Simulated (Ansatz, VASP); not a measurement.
One calculation of MoS2, two programs

INCAR

```
SYSTEM = MoS2
PREC = Accurate ; ENCUT = 600
EDIFF = 1E-6 ; ISMEAR = -1
SIGMA = 0.05 ; LREAL = .False.
LASPH = .True. ; NELM = 100
ALGO = Normal ; ISIF = 3
LWAVE = .False. ; LCHARG = .False.
GGA = PE ; IBRION = 2
NSW = 60 ; EDIFFG = -0.01
```

File KPOINTS:

```
Automatic mesh
0
Gamma
  10 10 3
  0 0 0
```

POSCAR

```
MoS2
1.0
    3.1690000000      0.0000000000      0.0000000000
   -1.5845000000      2.7444345046      0.0000000000
    0.0000000000      0.0000000000     12.3240000000
Mo S
2 4
Direct
    0.6666666667      0.3333333333      0.7500000000
    0.3333333333      0.6666666667      0.2500000000
    0.6666666667      0.3333333333      0.3770000000
    0.3333333333      0.6666666667      0.8770000000
    0.6666666667      0.3333333333      0.1230000000
    0.3333333333      0.6666666667      0.6230000000
```

File input.yaml:

```yaml
crystal:
  lattice:
    - [3.169, 0.0, 0.0]
    - [-1.5845, 2.7444345046, 0.0]
    - [0.0, 0.0, 12.324]
  atoms:
    - { symbol: Mo, position: [0.6666666667, 0.3333333333, 0.75] }
    - { symbol: Mo, position: [0.3333333333, 0.6666666667, 0.25] }
    - { symbol: S, position: [0.6666666667, 0.3333333333, 0.377] }
    - { symbol: S, position: [0.3333333333, 0.6666666667, 0.877] }
    - { symbol: S, position: [0.6666666667, 0.3333333333, 0.123] }
    - { symbol: S, position: [0.3333333333, 0.6666666667, 0.623] }
hamiltonian:
  xc: pbe
  pseudopotentials: { kind: paw }
kpoints:
  mp_grid: { grid: [10, 10, 3] }
scf:
  occupations: { method: fermi_dirac, width: 0.05 }
output:
  forces: true
  stress: true
relax:
  f_tol: 0.01
  max_steps: 40
  cell: { stress_tol: 0.05 }
```

Alike in both runs: task relaxation of cell and atoms; functional PBE; k mesh 10 × 10 × 3; occupations fermi-dirac, width 0.05 eV; no spin polarisation.

|  | VASP | Ansatz |
| --- | --- | --- |
| version | VASP 6.6.1 | Ansatz 0.2.0 |
| potentials or method | VASP PAW PBE potentials, release 64 (Mo_sv, S) | Ansatz PAW |
| plane-wave cutoff (eV) | 600 | 420 |
| valence electrons in the cell | 52 | 52 |

Ansatz gave:

```
relaxed volume (Å³/atom)                                                      : 21.63
relaxed length of the cell vector where the two differ most in proportion (Å) : 14.770
```

Problem. Estimate VASP's values.

Solution. Relaxed volume (Å³/atom): 20.73; relaxed length of the cell vector where the two differ most in proportion (Å): 14.151.

Noted on VASP's run: the volume moved by over 15 % at a fixed basis, so the end points are rough. Noted on Ansatz's run: the volume moved by over 15 % at a fixed basis, so the end points are rough; odd divisions of the mesh miss points on the zone boundary, where band edges often lie, so the gap on the mesh can be too wide; the plane-wave basis is chosen anew once the cell has moved, so the energies of steps on either side of that aren't comparable.
